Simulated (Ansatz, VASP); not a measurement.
# Two plane-wave programs on GaP

```
Ga P
1.0
     0.00000    2.55854    2.55854
     2.55854    0.00000    2.55854
     2.55854    2.55854    0.00000
Ga P
1 1
Direct
  0.00000 0.00000 0.00000
  0.50000 0.50000 0.50000
```

Alike in both runs: task single point; functional PBE; k mesh 6 × 6 × 6; no spin polarisation.

|  | VASP | Ansatz |
| --- | --- | --- |
| version | VASP 6.6.1 | Ansatz 0.2.0 |
| potentials or method | VASP PAW PBE potentials, release 64 (Ga_d, P) | plane waves |
| plane-wave cutoff (eV) | 520 | 420 |
| occupations | methfessel-paxton of order 1, width 0.001 eV | cold, width 0.001 eV |
| valence electrons in the cell | 18 | 18 |

|  | VASP | Ansatz | Ansatz less VASP |
| --- | --- | --- | --- |
| pressure (GPa) | 2.3 | 2.3 | -0.06 |
